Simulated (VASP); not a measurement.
Wanted: the native input for a VASP 6.6.1 run.

```
Task                   : single point
Functional             : PBE
Potentials or basis    : VASP PAW PBE potentials, release 64 (B, C)
Cutoff                 : 600 eV
k mesh                 : 6 × 6 × 8
Occupations            : gaussian, width 0.1 eV
Spin                   : no spin polarisation
Dipole correction      : no
Further INCAR settings : ALGO = Normal; EDIFF = 1e-06; NBANDS = 15
```

The structure of BC lies in POSCAR:

```
BC
1.0
    3.7187161220      0.0000000000      0.0000000000
    0.0000000000      3.3765701741      0.0000000000
    0.0000000000      0.0000000000      1.9962426337
B C
2 2
Direct
    0.2500000000      0.0000000000     -0.0000093442
    0.7500000000      0.0000000000      1.0000093442
    0.2500000000      0.5000000000      0.0000205372
    0.7500000000      0.5000000000     -0.0000205372
```

The cell was built from a structure type or drawn by symmetry, and may not be a known phase.

These files were run (other wordings do the same):

INCAR

```
ALGO = Normal
EDIFF = 1E-6
ENCUT = 600
GGA = PE
GGA_COMPAT = False
ISIF = 2
ISMEAR = 0
LASPH = True
LCHARG = True
LELF = True
LREAL = False
LVHAR = True
LWAVE = False
NBANDS = 15
NELM = 120
PREC = Accurate
SIGMA = 0.1
```

KPOINTS

```
k-points
0
Gamma
  6 6 8
```

Potentials or basis: VASP PAW PBE potentials, release 64 (B, C).

Launch:

```sh
$ cat potpaw_PBE.64/B/POTCAR potpaw_PBE.64/C/POTCAR > POTCAR
$ mpirun -np 1 vasp_std > vasp.out
```

It gave:

* Pressure: -0.1 GPa
* Band gap on the k mesh: zero (bands 7 and 8 overlap by 7.68 eV)

Caveat: the k points lie up to 0.39 Å⁻¹ apart, too coarse for converged energies and pressures of a metal.

Wall time 15 s on 1 thread of Intel(R) Xeon(R) 6975P-C (Granite Rapids), with other jobs on the host, peak memory 0.14 GiB.
